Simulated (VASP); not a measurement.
# SiO2 (I-42d) in VASP: a series of runs

The runs below take SiO2 through relaxation of the atoms, relaxation of shape and atoms at fixed volume, with LDA.

Program: VASP 6.6.1. These are calculated values, not measurements. Logs are shortened: lines on timing, memory, paths and dates and some standing lists are left out, and cuts for length are marked.

### 1 The cell of the first run

It takes space group I-42d (No. 122, tetragonal). Conventional cell: a = 4.748 Å, b = 4.748 Å, c = 7.488 Å, α = 90.00°, β = 90.00°, γ = 90.00°. Within 2.2 Å of Si (site symmetry -4) lie 4 O at 1.62 Å. Within 2.2 Å of O (site symmetry 2) lie 2 Si at 1.62 Å.

### 2 Relaxation of the atoms, LDA

Contents of INCAR:

```
SYSTEM = SiO2
PREC = Accurate
ENCUT = 520
EDIFF = 1E-6
ISMEAR = 0
SIGMA = 0.02
LREAL = .FALSE.
LASPH = .TRUE.
NELM = 80
ALGO = Normal
ISIF = 2
LWAVE = .FALSE.
LCHARG = .FALSE.
IBRION = 2
NSW = 60
EDIFFG = -0.01
```

Contents of KPOINTS:

```
Automatic mesh
0
G
  8 8 8
  0 0 0
```

Contents of POSCAR:

```
SiO2
1.0
   -2.3740500000      2.3740500000      3.7440000000
    2.3740500000     -2.3740500000      3.7440000000
    2.3740500000      2.3740500000     -3.7440000000
Si O
2 4
Direct
    0.0000000000      0.0000000000      0.0000000000
    0.7500000000      0.2500000000      0.5000000000
    0.9983800000      0.6250000000      0.8733800000
    0.3750000000      0.2483800000      0.3733800000
    0.7516200000      0.1250000000      0.1266200000
    0.8750000000      0.0016200000      0.6266200000
```

Potentials or basis: VASP PAW LDA potentials, release 64 (Si, O).

The run is started by

```
$ cat potpaw_LDA.64/Si/POTCAR potpaw_LDA.64/O/POTCAR > POTCAR
$ mpirun -np 1 vasp_std > vasp.out
```

OUTCAR:

```text
SYSTEM = SiO2
   PREC = Accurate
   ENCUT = 520
   EDIFF = 1E-6
   ISMEAR = 0
   LREAL = .FALSE.
   LASPH = .TRUE.
   NELM = 80
   ISIF = 2
   IBRION = 2
   NSW = 60
   EDIFFG = -0.01

 ion  position               nearest neighbor table
   1  0.000  0.000  0.000-   3 1.62   4 1.62   5 1.62   6 1.62   2 3.02   2 3.02   2 3.02   2 3.02

   2  0.750  0.250  0.500-   3 1.62   4 1.62   5 1.62   6 1.62   1 3.02   1 3.02   1 3.02   1 3.02

   3  0.998  0.625  0.873-   1 1.62   2 1.62
   4  0.375  0.248  0.373-   1 1.62   2 1.62
   5  0.752  0.125  0.127-   1 1.62   2 1.62
   6  0.875  0.002  0.627-   1 1.62   2 1.62

  LATTYP: Found a body centered tetragonal cell.
 ALAT       =     4.7481000000
 C/A-ratio  =     1.5770518734

  Lattice vectors:

 A1 = (  -2.3740500000,   2.3740500000,   3.7440000000)
 A2 = (   2.3740500000,  -2.3740500000,   3.7440000000)
 A3 = (   2.3740500000,   2.3740500000,  -3.7440000000)

Analysis of symmetry for initial positions (statically):
=====================================================================
 Subroutine PRICEL returns:
 Original cell was already a primitive cell.

 Routine SETGRP: Setting up the symmetry group for a
 body centered tetragonal supercell.

 Subroutine GETGRP returns: Found  8 space group operations
 (whereof  4 operations were pure point group operations)
 out of a pool of 16 trial point group operations.

The static configuration has the point symmetry S_4 .
 The point group associated with its full space group is D_2d.

Analysis of symmetry for dynamics (positions and initial velocities):
=====================================================================
 Subroutine PRICEL returns:
 Original cell was already a primitive cell.

 Routine SETGRP: Setting up the symmetry group for a
 body centered tetragonal supercell.

 Subroutine GETGRP returns: Found  8 space group operations
 (whereof  4 operations were pure point group operations)
 out of a pool of 16 trial point group operations.

The dynamic configuration has the point symmetry S_4 .
 The point group associated with its full space group is D_2d.

 Subroutine INISYM returns: Found  8 space group operations
 (whereof  4 operations are pure point group operations),
 and found     1 'primitive' translations

----------------------------------------------------------------------------------------

[... 103 lines left out ...]
   NSW    =     60    number of steps for IOM
   IBRION =      2    ionic relax: 0-MD 1-quasi-New 2-CG
   NFREE  =      1    steps in history (QN), initial steepest desc. (CG)
   ISIF   =      2    stress and relaxation
   ISYM   =      2    0-nonsym 1-usesym 2-fastsym
   POTIM  = 0.5000    time-step for ionic-motion
   TEBEG  =    0.0;   TEEND  =   0.0 temperature during run
   PSTRESS=    0.0 pullay stress
   NELECT =      32.0000    total number of electrons
   NUPDOWN=      -1.0000    fix difference up-down
   EMIN   =  10.00;   EMAX   =-10.00  energy-range for DOS
   EFERMI =   0.00;   METHOD = LEGACY
   ISMEAR =     0;   SIGMA  =   0.02  broadening in eV -4-tet -1-fermi 0-gaus
   EFERMI_NEDOS =   21; number of points for ismear=-14 and -15
   IALGO  =     38    algorithm
   IMIX   =      4    mixing-type and parameters
     AMIX     =   0.40;   BMIX     =  1.00
     AMIX_MAG =   1.60;   BMIX_MAG =  1.00
  volume/ion in A,a.u.               =      14.07        94.93
  Fermi-wavevector in a.u.,A,eV,Ry     =   1.184858  2.239057 19.101062  1.403888
  Thomas-Fermi vector in A             =   2.321064
   LORBIT       =      0    0 simple, 1 ext, 2 COOP (PROOUT), +10 PAW based schemes
   GGA     = CA    functional components
   LHFCALC =     F    Hartree Fock is set to
   AEXX    =    0.0000 exact exchange contribution
   IVDW    =     0    specifies the selected vdW correction
   LEPSILON=     F    determine dielectric tensor
   LRPA    =     F    only Hartree local field effects (RPA)
 conjugate gradient relaxation of ions
 non-spin polarized calculation
 Gauss-broadening in eV      SIGMA  =   0.02
  energy-cutoff  :      520.00
  volume of cell :       84.41
 maximum number of plane-waves:      2317
 NGX is ok and might be reduce to    40
   NGX = 19   NGY = 19   NGZ = 19

--------------------------------------- Ionic step        1  -------------------------------------------

 number of electron      32.0000013 magnetization

 Free energy of the ion-electron system (eV)
  ---------------------------------------------------
  ext. energy  EPLUGINS =         0.00000000
  ---------------------------------------------------
  free energy    TOTEN  =       -51.82316042 eV

  energy without entropy =      -51.82316042  energy(sigma->0) =      -51.82316042

------------------------ aborting loop because EDIFF is reached ----------------------------------------

  FORCE on cell =-STRESS in cart. coord.  units (eV):
  Direction    XX          YY          ZZ          XY          YZ          ZX
  --------------------------------------------------------------------------------------
  -------------------------------------------------------------------------------------
  Total       -0.9034482     -0.9034482     -1.9117980      0.0000000      0.0000000      0.0000000
  in kB      -17.1489792    -17.1489792    -36.2891705      0.0000000      0.0000000      0.0000000
  external PRESSURE =     -23.5290430 kB  Pullay stress =       0.0000000 kB
[... 107 lines left out ...]
--------------------------------------- Ionic step        4  -------------------------------------------

 number of electron      32.0000000 magnetization

 Free energy of the ion-electron system (eV)
  ---------------------------------------------------
  ext. energy  EPLUGINS =         0.00000000
  ---------------------------------------------------
  free energy    TOTEN  =       -51.83741699 eV

  energy without entropy =      -51.83741699  energy(sigma->0) =      -51.83741699

 E-fermi :  -0.2323     XC(G=0):  -9.0942

 val. band max:       -0.3416341581   @ k =   0.0000   0.0000   0.0000
 cond. band min:       5.5173589002   @ k =   0.0000   0.0000   0.0000
 fundamental gap:      5.8589930583
 Fermi energy:        -0.2322908003

 k-point     1 :       0.0000    0.0000    0.0000
  band No.  band energies     occupation
      1     -19.3171      2.00000
      2     -17.1104      2.00000
      3     -17.0603      2.00000
      4     -17.0603      2.00000
      5      -9.3444      2.00000
      6      -5.7589      2.00000
[... 541 lines left out ...]
     19       9.4307      0.00000
     20       9.5284      0.00000

 [... further k-points ...]
[... 5 lines left out ...]
  --------------------------------------------------------------------------------------
  -------------------------------------------------------------------------------------
  Total        0.6443332      0.6443332     -0.5805189      0.0000000     -0.0000000      0.0000000
  in kB       12.2305375     12.2305375    -11.0192332      0.0000000     -0.0000000      0.0000000
  external PRESSURE =       4.4806140 kB  Pullay stress =       0.0000000 kB
[... 21 lines left out ...]
  FREE ENERGIE OF THE ION-ELECTRON SYSTEM (eV)
  ---------------------------------------------------
  free  energy   TOTEN  =       -51.8374169858 eV

  energy  without entropy=      -51.8374169858  energy(sigma->0) =      -51.83741699

 reached required accuracy - stopping structural energy minimisation
```

OSZICAR:

```text
N       E                     dE             d eps       ncg     rms          rms(c)
DAV:   1     0.197459461317E+03    0.19746E+03   -0.16767E+04  2360   0.144E+03
DAV:   2    -0.451315229396E+02   -0.24259E+03   -0.23686E+03  3252   0.320E+02
[... 31 lines left out ...]
DAV:   1    -0.518370782738E+02    0.11323E-03   -0.25303E-01  2360   0.418E+00    0.112E-01
DAV:   2    -0.518374832420E+02   -0.40497E-03   -0.51119E-03  2816   0.553E-01    0.510E-02
DAV:   3    -0.518374360833E+02    0.47159E-04   -0.63080E-05  2860   0.784E-02    0.287E-02
DAV:   4    -0.518374159512E+02    0.20132E-04   -0.79555E-05  2740   0.844E-02    0.603E-03
DAV:   5    -0.518374170726E+02   -0.11215E-05   -0.16778E-05  2732   0.327E-02    0.613E-03
DAV:   6    -0.518374169858E+02    0.86846E-07   -0.18346E-07  1476   0.346E-03
   4 F= -.51837417E+02 E0= -.51837417E+02  d E =-.142566E-01
```

CONTCAR:

```text
SiO2
   1.00000000000000
    -2.3740500000000000    2.3740500000000000    3.7440000000000002
     2.3740500000000000   -2.3740500000000000    3.7440000000000002
     2.3740500000000000    2.3740500000000000   -3.7440000000000002
  Si              O
     2     4
Direct
     0.0000000000000000    0.0000000000000000    0.0000000000000000
     0.7500000000000000    0.2500000000000000    0.5000000000000000
     0.9923038706651137    0.6250000000000000    0.8673038706651137
     0.3750000000000000    0.2423038706651138    0.3673038706651138
     0.7576961293348863    0.1250000000000000    0.1326961293348862
     0.8750000000000000    0.0076961293348863    0.6326961293348863

  0.00000000E+00  0.00000000E+00  0.00000000E+00
  0.00000000E+00  0.00000000E+00  0.00000000E+00
  0.00000000E+00  0.00000000E+00  0.00000000E+00
  0.00000000E+00  0.00000000E+00  0.00000000E+00
  0.00000000E+00  0.00000000E+00  0.00000000E+00
  0.00000000E+00  0.00000000E+00  0.00000000E+00
```

It took 4.8 min on 1 thread of Intel Xeon Platinum 8259CL at 2.50GHz (Skylake/Cascade Lake), shared host; peak memory 0.23 GiB.

Results:

```
Free energy               : -51.8374 eV
Energy gained by relaxing : 2.4 meV/atom
Ionic steps               : 4
Pressure after relaxing   : 0.4 GPa
Band gap on the k mesh    : 5.86 eV
```

Forces on the atoms (eV/Å):
```
Si   0.000  0.000  0.000
Si   0.000  0.000  0.000
O    0.000  0.002  0.000
O    0.002  0.000  0.000
O    0.000 -0.002  0.000
O   -0.002  0.000  0.000
```

The path:
```csv
step,energy change (eV),largest force (eV/Å),pressure (GPa)
1,0.0000,0.2527,-2.35
2,-0.0096,0.1447,-1.16
3,-0.0140,0.0290,0.77
4,-0.0143,0.0024,0.45
```

Final structure:
```
Si O
1.0
    -2.37405    2.37405    3.74400
     2.37405   -2.37405    3.74400
     2.37405    2.37405   -3.74400
Si O
2 4
Direct
  0.00000 0.00000 0.00000
  0.75000 0.25000 0.50000
  0.99230 0.62500 0.86730
  0.37500 0.24230 0.36730
  0.75770 0.12500 0.13270
  0.87500 0.00770 0.63270
```

A k mesh can miss the band edges.

### 3 Relaxation of shape and atoms at fixed volume, LDA (13.40 Å³/atom)

This run uses another cell than the first one, of 13.40 Å³/atom.

Contents of INCAR:

```
SYSTEM = SiO2
PREC = Accurate ; ENCUT = 600
EDIFF = 1E-6 ; ISMEAR = 0
SIGMA = 0.02 ; LREAL = .FALSE.
LASPH = .TRUE. ; NELM = 100
ALGO = Normal ; ISIF = 4
LWAVE = .FALSE. ; LCHARG = .FALSE.
IBRION = 2 ; NSW = 50
EDIFFG = -0.01
```

KPOINTS is that of step 2.

Contents of POSCAR:

```
SiO2
1.0
   -2.3680627328      2.3680627328      3.5854711632
    2.3680627328     -2.3680627328      3.5854711632
    2.3680627328      2.3680627328     -3.5854711632
Si O
2 4
Direct
    0.0000000000      0.0000000000      0.0000000000
    0.7500000000      0.2500000000      0.5000000000
    0.9951805970      0.6250000000      0.8701805970
    0.3750000000      0.2451805970      0.3701805970
    0.7548194030      0.1250000000      0.1298194030
    0.8750000000      0.0048194030      0.6298194030
```

Potentials or basis: VASP PAW LDA potentials, release 64 (Si, O).

The run is started by

```
$ cat potpaw_LDA.64/Si/POTCAR potpaw_LDA.64/O/POTCAR > POTCAR
$ mpirun -np 1 vasp_std > vasp.out
```

Wall time 4.2 min (1 thread of Intel Xeon 6975P-C (Granite Rapids), shared host); peak memory 0.23 GiB.

The run converged. Its results:

```yaml
Free_energy: -51.8252 eV
Energy_gained_by_relaxing: 8.7 meV/atom
Ionic_steps: 6
Pressure_after_relaxing: 2.1 GPa
Band_gap_on_the_k_mesh: 6.10 eV
```

Forces in eV/Å, atoms in the order of the input:
```
Si   0.000  0.000  0.000
Si   0.000  0.000  0.000
O    0.000  0.003  0.000
O    0.003  0.000  0.000
O    0.000 -0.003  0.000
O   -0.003  0.000  0.000
```

Step by step:
| step | energy change (eV) | largest force (eV/Å) | pressure (GPa) | volume (Å³) |
| --- | --- | --- | --- | --- |
| 1 | 0.0000 | 0.4917 | 7.97 | 80.43 |
| 2 | -0.0359 | 0.2624 | 5.26 | 80.43 |
| 3 | -0.0494 | 0.0004 | 2.32 | 80.43 |
| 4 | -0.0503 | 0.0018 | 2.26 | 80.43 |
| 5 | -0.0517 | 0.0027 | 2.14 | 80.43 |
| 6 | -0.0519 | 0.0027 | 2.07 | 80.43 |

Final structure:
```xyz
6
Lattice="-2.3535 2.3535 3.6301 2.3535 -2.3535 3.6301 2.3535 2.3535 -3.6301" Properties=species:S:1:pos:R:3 pbc="T T T"
Si    0.0000    0.0000    0.0000
Si    0.0000    2.3535    1.8150
O     3.5302    0.6172   -0.9075
O     0.6172    1.1767    0.9075
O    -1.1767    1.7363    2.7225
O     1.7363    1.1767    4.5376
```

Levels at points of the mesh, in eV from the valence-band top:
| k point | band 12 | band 13 | band 14 | band 15 | band 16 | band 17 | band 18 | band 19 | band 20 |
| --- | --- | --- | --- | --- | --- | --- | --- | --- | --- |
| (0.00, 0.00, 0.00) | -1.30 | -1.22 | -1.04 | 0.00 | 0.00 | 6.10 | 8.53 | 11.47 | 11.47 |
| (0.50, 0.00, 0.00) | -1.41 | -1.23 | -0.62 | -0.21 | -0.18 | 8.58 | 9.27 | 9.98 | 10.26 |
| (0.50, 0.50, 0.00) | -1.87 | -0.68 | -0.68 | -0.16 | -0.16 | 9.59 | 9.59 | 10.29 | 10.29 |
| (0.50, 0.50, 0.50) | -1.89 | -1.48 | -1.48 | -0.08 | -0.08 | 9.10 | 9.10 | 9.53 | 9.53 |

A k mesh can miss the band edges.

### 4 Relaxation of shape and atoms at fixed volume, LDA (16.20 Å³/atom)

This run uses another cell than the first one, of 16.20 Å³/atom.

Contents of INCAR:

```
PREC = Accurate ; ENCUT = 600
EDIFF = 1E-7 ; ISMEAR = 0
SIGMA = 0.02 ; LREAL = False
LASPH = True ; NELM = 60
ALGO = Normal ; ISIF = 4
LWAVE = False ; LCHARG = False
GGA = CA ; IBRION = 2
NSW = 50 ; EDIFFG = -0.01
```

Contents of KPOINTS:

```
regular mesh
0
Gamma
  8 8 8
```

Contents of POSCAR:

```
SiO2
1.0
   -2.5583805013      2.5583805013      3.7132454731
    2.5583805013     -2.5583805013      3.7132454731
    2.5583805013      2.5583805013     -3.7132454731
Si O
2 4
Direct
    0.0000000000      0.0000000000      0.0000000000
    0.7500000000      0.2500000000      0.5000000000
    0.9506410185      0.6250000000      0.8256410185
    0.3750000000      0.2006410185      0.3256410185
    0.7993589815      0.1250000000      0.1743589815
    0.8750000000      0.0493589815      0.6743589815
```

The run is started by

```
$ cat potpaw_LDA.64/Si/POTCAR potpaw_LDA.64/O/POTCAR > POTCAR
$ mpirun -np 1 vasp_std > vasp.out
```

It took 9.2 min on 1 thread of Intel Xeon 6975P-C (Granite Rapids), shared host; peak memory 0.28 GiB.

The run converged. Its results:

```yaml
Free_energy: -51.8673 eV
Energy_gained_by_relaxing: 8.5 meV/atom
Ionic_steps: 8
Pressure_after_relaxing: -1.6 GPa
Band_gap_on_the_k_mesh: 5.44 eV
```

Step by step:
```csv
step,energy change (eV),largest force (eV/Å),pressure (GPa),volume (Å³)
1,0.0000,0.2983,-6.27,97.22
2,-0.0155,0.2403,-5.52,97.22
3,-0.0435,0.0899,-3.34,97.22
4,-0.0380,0.0973,0.49,97.22
5,-0.0490,0.0185,-1.40,97.22
6,-0.0492,0.0026,-1.71,97.22
7,-0.0505,0.0020,-1.64,97.22
8,-0.0508,0.0016,-1.59,97.22
```

Final structure:
```cif
data_structure
_symmetry_space_group_name_H-M 'P 1'
_symmetry_Int_Tables_number 1
_cell_length_a 5.1734
_cell_length_b 5.1734
_cell_length_c 5.1734
_cell_angle_alpha 120.461
_cell_angle_beta 120.461
_cell_angle_gamma 89.204
_cell_volume 97.22
loop_
_atom_site_label
_atom_site_type_symbol
_atom_site_fract_x
_atom_site_fract_y
_atom_site_fract_z
_atom_site_occupancy
Si1 Si 0.00000 0.00000 0.00000 1
Si2 Si 0.75000 0.25000 0.50000 1
O1 O 0.93213 0.62500 0.80713 1
O2 O 0.37500 0.18213 0.30713 1
O3 O 0.81787 0.12500 0.19287 1
O4 O 0.87500 0.06787 0.69287 1
```

Levels at points of the mesh, in eV from the valence-band top:
| k point | band 13 | band 14 | band 15 | band 16 | band 17 | band 18 | band 19 | band 20 |
| --- | --- | --- | --- | --- | --- | --- | --- | --- |
| (0.00, 0.00, 0.00) | -1.91 | -0.28 | 0.00 | 0.00 | 5.44 | 8.54 | 9.20 | 9.20 |
| (0.50, 0.00, 0.00) | -1.82 | -0.94 | -0.81 | -0.05 | 7.72 | 8.18 | 8.78 | 9.99 |
| (0.50, 0.50, 0.00) | -1.28 | -1.28 | -0.54 | -0.54 | 8.39 | 8.39 | 10.16 | 10.16 |
| (0.50, 0.50, 0.50) | -1.47 | -1.47 | -0.55 | -0.55 | 8.33 | 8.33 | 10.61 | 10.61 |

A k mesh can miss the band edges.

(Part 1 of 2 ends here.)
